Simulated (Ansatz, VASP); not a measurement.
## Two plane-wave programs on NaF

INCAR

```
PREC = Accurate
ENCUT = 520
EDIFF = 1E-6
ISMEAR = 0
SIGMA = 0.05
LREAL = F
LASPH = T
NELM = 100
ALGO = Normal
ISIF = 2
LWAVE = F
LCHARG = T
GGA = PS
LELF = T
LVHAR = T
NBANDS = 14
```

Contents of KPOINTS:

```
Automatic mesh
0
Gamma
  8 8 8
```

POSCAR

```
NaF
1.0
    0.0000000000      2.3233000000      2.3639577500
    2.3233000000      0.0000000000      2.3639577500
    2.3233000000      2.3233000000      0.0000000000
Na F
1 1
Direct
    0.0000000000      0.0000000000      0.0000000000
    0.5000000000      0.5000000000      0.5000000000
```

Input for Ansatz:

```yaml
crystal:
  lattice:
    - [0.0, 2.3233, 2.36395775]
    - [2.3233, 0.0, 2.36395775]
    - [2.3233, 2.3233, 0.0]
  atoms:
    - { symbol: Na, position: [0.0, 0.0, 0.0] }
    - { symbol: F, position: [0.5, 0.5, 0.5] }
basis:
  ecutwfc: 420
kpoints:
  mp_grid: { grid: [8, 8, 8] }
hamiltonian:
  xc: pbesol
scf:
  occupations: { method: gaussian, width: 0.05 }
output:
  forces: true
  stress: true
  eigenvalues: true
```

Change from the starting cell: strain +0.0175 x Voigt [0, 0, 1, 0, 0, 0], atoms carried along.

Alike in both runs: task single point; functional PBEsol; k mesh 8 × 8 × 8; occupations gaussian, width 0.05 eV; no spin polarisation.

```csv
,VASP,Ansatz
version,VASP 6.6.1,Ansatz 0.2.0
potentials or method,"VASP PAW PBE potentials, release 64 (Na_pv, F), cutoff 520 eV","scalar-relativistic, plane waves, PAW"
valence electrons in the cell,14,16
```

|  | VASP | Ansatz | Ansatz less VASP |
| --- | --- | --- | --- |
| gap on the k mesh at the Fermi level (eV) | 6.03 | 6.05 | +0.021 |
| least direct gap on the mesh (eV) | 6.03 | 6.05 | +0.021 |
| pressure (GPa) | -1.4 | -1.3 | +0.10 |
| traceless stress, the component that is largest in VASP (GPa) | -0.78 | -0.75 | +0.035 |

VASP's potentials were made for PBE, not for PBEsol. VASP's potentials hold 14 valence electrons a cell and Ansatz's 16, so a difference there can come from the potentials and not from the codes.
